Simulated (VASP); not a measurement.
Wanted: the native input for a VASP 6.6.1 run.

* Task: single point
* Functional: PBE
* Potentials or basis: VASP PAW PBE potentials, release 64 (Rb_sv)
* Cutoff: 520 eV
* k mesh: 8 × 6 × 6
* Occupations: gaussian, width 0.1 eV
* Spin: no spin polarisation
* Dipole correction: no
* Further INCAR settings: ALGO = Fast; EDIFF = 1e-06; NBANDS = 26

The structure of Rb lies in POSCAR:

```
Rb
1.0
    4.9264497526      0.0000000000      0.0000000000
    0.0000000000      8.6295276996      0.0000000000
    0.0000000000      0.0000000000      8.3080271463
Rb
4
Direct
    0.0000000000      0.1633368639      0.2500000000
    0.5000000000      0.3366631361      0.7500000000
    0.5000000000      0.6633368639      0.2500000000
    0.0000000000      0.8366631361      0.7500000000
```

This cell differs from its parent crystal: biaxial strain in the a-b plane: -2.0 %, then relaxed in part.

The input as run:

INCAR

```
  PREC = Accurate
  ENCUT = 520
  EDIFF = 1E-6
  ISMEAR = 0
  SIGMA = 0.1
  LREAL = False
  LASPH = True
  NELM = 60
  ALGO = Fast
  ISIF = 2
  LWAVE = False
  LCHARG = False
  GGA = PE
  NBANDS = 26
```

KPOINTS

```
Automatic mesh
0
Gamma
  8 6 6
```

Potentials or basis: VASP PAW PBE potentials, release 64 (Rb_sv).

Command:

```console
$ cat potpaw_PBE.64/Rb_sv/POTCAR > POTCAR
$ mpirun -np 1 vasp_std > vasp.out
```

It gave:

| Item | Value |
| --- | --- |
| Pressure | 0.1 GPa |
| Band gap on the k mesh | zero (bands 18 and 19 overlap by 1.34 eV) |

Caveat: the cell differs from its parent crystal (biaxial strain in the a-b plane: -2.0 %, then relaxed in part).

Run time: 15 min on 1 thread of Oxide Virtual Turin-like Processor (shared host), peak memory 0.72 GiB.
